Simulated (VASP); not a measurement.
# Br (Cmce) in VASP: notebook, part 2 of 3

VASP 6.6.1.

### Step 3. Single point, PBE (strained)

INCAR reads:

```
SYSTEM = Br
  PREC = Accurate
  ENCUT = 520
  EDIFF = 1E-7
  ISMEAR = 0
  SIGMA = 0.02
  LREAL = .FALSE.
  LASPH = .TRUE.
  NELM = 80
  ALGO = Normal
  ISIF = 2
  LWAVE = .FALSE.
  LCHARG = .FALSE.
  GGA = PE
  NBANDS = 22
```

KPOINTS reads:

```
Automatic mesh
0
G
  8 8 4
  0 0 0
```

POSCAR reads:

```
Br
1.0
    3.3501742500     -2.2606976000      0.0000000000
    3.3501742500      2.2606976000      0.0000000000
    0.0000000000      0.0000000000      8.9108808000
Br
4
Direct
    0.1340692593      0.8659307407      0.1065930263
    0.6340692593      0.3659307407      0.3934069737
    0.8659307407      0.1340692593      0.8934069737
    0.3659307407      0.6340692593      0.6065930263
```

Potentials or basis: VASP PAW PBE potentials, release 64 (Br).

Command:

```console
> cat potpaw_PBE.64/Br/POTCAR > POTCAR
> mpirun -np 1 vasp_std > vasp.out
```

OUTCAR:

```text
SYSTEM = Br
   PREC = Accurate
   ENCUT = 520
   EDIFF = 1E-7
   ISMEAR = 0
   LREAL = .FALSE.
   LASPH = .TRUE.
   NELM = 80
   ISIF = 2
   GGA = PE

 ion  position               nearest neighbor table
   1  0.134  0.866  0.107-   3 2.25
   2  0.634  0.366  0.393-   4 2.25
   3  0.866  0.134  0.893-   1 2.25
   4  0.366  0.634  0.607-   2 2.25

  LATTYP: Found a base centered orthorhombic cell.
 ALAT       =     4.5213952000
 B/A-ratio  =     1.4819205585
 C/A-ratio  =     1.9708254656

  Lattice vectors:

 A1 = (  -3.3501742500,  -2.2606976000,   0.0000000000)
 A2 = (   3.3501742500,  -2.2606976000,   0.0000000000)
 A3 = (   0.0000000000,   0.0000000000,   8.9108808000)

Analysis of symmetry for initial positions (statically):
=====================================================================
 Subroutine PRICEL returns:
 Original cell was already a primitive cell.

 Routine SETGRP: Setting up the symmetry group for a
 base centered orthorhombic supercell.

 Subroutine GETGRP returns: Found  8 space group operations
 (whereof  4 operations were pure point group operations)
 out of a pool of  8 trial point group operations.

The static configuration has the point symmetry C_2h.
 The point group associated with its full space group is D_2h.

Analysis of symmetry for dynamics (positions and initial velocities):
=====================================================================
 Subroutine PRICEL returns:
 Original cell was already a primitive cell.

 Routine SETGRP: Setting up the symmetry group for a
 base centered orthorhombic supercell.

 Subroutine GETGRP returns: Found  8 space group operations
 (whereof  4 operations were pure point group operations)
 out of a pool of  8 trial point group operations.

The dynamic configuration has the point symmetry C_2h.
 The point group associated with its full space group is D_2h.

 Subroutine INISYM returns: Found  8 space group operations
 (whereof  4 operations are pure point group operations),
 and found     1 'primitive' translations

----------------------------------------------------------------------------------------

                                     Primitive cell

  volume of cell :     134.9772

  direct lattice vectors                    reciprocal lattice vectors
     3.350174250 -2.260697600  0.000000000     0.149245968 -0.221170669  0.000000000
     3.350174250  2.260697600  0.000000000     0.149245968  0.221170669  0.000000000
     0.000000000  0.000000000  8.910880800     0.000000000  0.000000000  0.112222352

  length of vectors
     4.041586464  4.041586464  8.910880800     0.266816086  0.266816086  0.112222352

  position of ions in fractional coordinates (direct lattice)
     0.134069259  0.865930741  0.106593026
     0.634069259  0.365930741  0.393406974
     0.865930741  0.134069259  0.893406974
     0.365930741  0.634069259  0.606593026

  ion indices of the primitive-cell ions
   primitive index   ion index
                 1           1
                 2           2
                 3           3
                 4           4

----------------------------------------------------------------------------------------

 KPOINTS: Automatic mesh

Automatic generation of k-mesh.
 Grid dimensions read from file:
 generate k-points for:    8    8    4

 Generating k-lattice:

  Cartesian coordinates                     Fractional coordinates (reciprocal lattice)
     0.018655746 -0.027646334  0.000000000     0.125000000  0.000000000  0.000000000
     0.018655746  0.027646334  0.000000000     0.000000000  0.125000000  0.000000000
     0.000000000  0.000000000  0.028055588     0.000000000  0.000000000  0.250000000

  Length of vectors
     0.033352011  0.033352011  0.028055588

  Shift w.r.t. Gamma in fractional coordinates (k-lattice)
     0.000000000  0.000000000  0.000000000

 Subroutine IBZKPT returns following result:
 ===========================================

 Found     63 irreducible k-points:

 Following reciprocal coordinates:
            Coordinates               Weight
  0.000000  0.000000  0.000000      1.000000
  0.125000  0.000000  0.000000      4.000000
  0.250000  0.000000  0.000000      4.000000
  0.375000  0.000000  0.000000      4.000000
  0.500000  0.000000  0.000000      2.000000
  0.125000  0.125000  0.000000      2.000000
[... 16 lines left out ...]
  0.125000  0.000000  0.250000      8.000000
  0.250000  0.000000  0.250000      8.000000
 [... further k-points ...]
   k-points           NKPTS =     63   k-points in BZ     NKDIM =     63   number of bands    NBANDS=     22
   number of dos      NEDOS =    301   number of ions     NIONS =      4
   total plane-waves  NPLWV =  63000
   dimension x,y,z NGX =    30 NGY =   30 NGZ =   70
   dimension x,y,z NGXF=    60 NGYF=   60 NGZF=  140
   ions per type =               4
   NGX,Y,Z   is equivalent  to a cutoff of  12.34, 12.34, 13.06 a.u.
   NGXF,Y,Z  is equivalent  to a cutoff of  24.68, 24.68, 26.12 a.u.
 SYSTEM =  Br
   PREC   = accura    normal or accurate (medium, high low for compatibility)
   ISTART =      0    job   : 0-new  1-cont  2-samecut
   ICHARG =      2    charge: 1-file 2-atom 10-const
   ISPIN  =      1    spin polarized calculation?
   LNONCOLLINEAR =      F non collinear calculations
   LSORBIT =      F    spin-orbit coupling
   LASPH  =      T    aspherical Exc in radial PAW
   ENCUT  =  520.0 eV  38.22 Ry    6.18 a.u.   7.51  7.51 16.57*2*pi/ulx,y,z
   NELM   =     80;   NELMIN=  2; NELMDL= -5     # of ELM steps
   EDIFF  = 0.1E-06   stopping-criterion for ELM
   LREAL  =      F    real-space projection
   EDIFFG = 0.1E-05   stopping-criterion for IOM
   NSW    =      0    number of steps for IOM
   IBRION =     -1    ionic relax: 0-MD 1-quasi-New 2-CG
   NFREE  =      0    steps in history (QN), initial steepest desc. (CG)
   ISIF   =      2    stress and relaxation
   ISYM   =      2    0-nonsym 1-usesym 2-fastsym
   POTIM  = 0.5000    time-step for ionic-motion
   TEBEG  =    0.0;   TEEND  =   0.0 temperature during run
   PSTRESS=    0.0 pullay stress
   NELECT =      28.0000    total number of electrons
   NUPDOWN=      -1.0000    fix difference up-down
   EMIN   =  10.00;   EMAX   =-10.00  energy-range for DOS
   EFERMI =   0.00;   METHOD = LEGACY
   ISMEAR =     0;   SIGMA  =   0.02  broadening in eV -4-tet -1-fermi 0-gaus
   EFERMI_NEDOS =   21; number of points for ismear=-14 and -15
   IALGO  =     38    algorithm
   IMIX   =      4    mixing-type and parameters
     AMIX     =   0.40;   BMIX     =  1.00
     AMIX_MAG =   1.60;   BMIX_MAG =  1.00
  volume/ion in A,a.u.               =      33.74       227.72
  Fermi-wavevector in a.u.,A,eV,Ry     =   0.969112  1.831356 12.778296  0.939178
  Thomas-Fermi vector in A             =   2.099138
   LORBIT       =      0    0 simple, 1 ext, 2 COOP (PROOUT), +10 PAW based schemes
   GGA     = PE    functional components
   LHFCALC =     F    Hartree Fock is set to
   AEXX    =    0.0000 exact exchange contribution
   IVDW    =     0    specifies the selected vdW correction
   LEPSILON=     F    determine dielectric tensor
   LRPA    =     F    only Hartree local field effects (RPA)
 non-spin polarized calculation
 Gauss-broadening in eV      SIGMA  =   0.02
  energy-cutoff  :      520.00
  volume of cell :      134.98
 maximum number of plane-waves:      3661
   NGX = 15   NGY = 15   NGZ = 33

 number of electron      27.9999991 magnetization

 Free energy of the ion-electron system (eV)
  ---------------------------------------------------
  ext. energy  EPLUGINS =         0.00000000
  ---------------------------------------------------
  free energy    TOTEN  =        -6.28105510 eV

  energy without entropy =       -6.28105510  energy(sigma->0) =       -6.28105510

 E-fermi :  -0.0934     XC(G=0):  -7.8822

 val. band max:       -0.2199036033   @ k =   0.5000   0.0000   0.5000
 cond. band min:       1.6591093497   @ k =   0.0000   0.0000   0.0000
 fundamental gap:      1.8790129530
 Fermi energy:        -0.0934168010

 k-point     1 :       0.0000    0.0000    0.0000
  band No.  band energies     occupation
      1     -16.3595      2.00000
      2     -16.0967      2.00000
      3     -13.3062      2.00000
      4     -12.6873      2.00000
      5      -5.3166      2.00000
      6      -4.2493      2.00000
[... 14 lines left out ...]
     21       8.9469      0.00000
     22       9.2281      0.00000
[... 552 lines left out ...]
  band No.  band energies     occupation
      1     -16.2150      2.00000
      2     -16.0798      2.00000
      3     -13.1534      2.00000
      4     -12.8487      2.00000
      5      -5.1895      2.00000
      6      -4.6284      2.00000
[... 14 lines left out ...]
     21       8.9427      0.00000
     22       9.2808      0.00000

 [... further k-points ...]
[... 5 lines left out ...]
  --------------------------------------------------------------------------------------
  -------------------------------------------------------------------------------------
  Total        1.1075455      1.9532461      3.9884494      0.0000000      0.0000000      0.0000000
  in kB       13.1465462     23.1849974     47.3428252      0.0000000      0.0000000      0.0000000
  external PRESSURE =      27.8914563 kB  Pullay stress =       0.0000000 kB

 VOLUME and BASIS-vectors are now :
 -----------------------------------------------------------------------------
  energy-cutoff  :      520.00
  volume of cell :      134.98
      direct lattice vectors                 reciprocal lattice vectors
     3.350174250 -2.260697600  0.000000000     0.149245968 -0.221170669  0.000000000
     3.350174250  2.260697600  0.000000000     0.149245968  0.221170669  0.000000000
     0.000000000  0.000000000  8.910880800     0.000000000  0.000000000  0.112222352

 POSITION                                       TOTAL-FORCE (eV/Angst)
 -----------------------------------------------------------------------------------
      3.35017      1.65452      0.94984         0.000000     -0.648436      1.213913
      3.35017     -0.60618      3.50560         0.000000     -0.648436     -1.213913
      3.35017     -1.65452      7.96104         0.000000      0.648436     -1.213913
      3.35017      0.60618      5.40528         0.000000      0.648436      1.213913
 -----------------------------------------------------------------------------------
    total drift:                                0.000000     -0.000000      0.000000

  FREE ENERGIE OF THE ION-ELECTRON SYSTEM (eV)
  ---------------------------------------------------
  free  energy   TOTEN  =        -6.2810550961 eV

  energy  without entropy=       -6.2810550961  energy(sigma->0) =       -6.28105510
```

It took 2.3 min on 1 thread of Oxide Virtual Turin-like, shared host; peak memory 0.27 GiB.

What came out:

| Item | Value |
| --- | --- |
| Free energy | -6.2811 eV |
| Pressure | 2.8 GPa |
| Largest force | 1.376 eV/Å |
| Band gap on the k mesh | 1.88 eV, indirect (least direct gap 1.90 eV) |

Forces in eV/Å, atoms in the order of the input:
```
Br   0.000 -0.648  1.214
Br   0.000 -0.648 -1.214
Br   0.000  0.648 -1.214
Br   0.000  0.648  1.214
```

Stress tensor (GPa, compression positive):
```
1.31 0.00 0.00
0.00 2.32 0.00
0.00 0.00 4.73
```

Levels at points of the mesh, in eV from the valence-band top:
```tsv
k point	band 11	band 12	band 13	band 14	band 15	band 16	band 17	band 18
(0.00, 0.00, 0.00)	-0.88	-0.46	-0.02	-0.02	1.88	2.82	5.92	6.53
(0.50, 0.00, 0.00)	-0.83	-0.83	-0.22	-0.22	2.61	2.61	7.07	7.07
(0.50, 0.50, 0.00)	-1.36	-1.10	-0.52	-0.15	1.96	2.49	7.28	7.47
(0.00, 0.00, 0.50)	-0.83	-0.83	-0.02	-0.02	2.23	2.23	6.56	6.56
(0.50, 0.00, 0.50)	-0.58	-0.58	0.00	0.00	2.31	2.31	7.36	7.36
(0.50, 0.50, 0.50)	-0.94	-0.94	-0.72	-0.72	2.15	2.15	7.87	7.87
```

Caveat: the cell differs from its parent crystal (strained); forces of over 1 eV/Å act on the atoms, so gaps and moduli don't describe the material at rest.

(Part 2 of 3 ends here.)
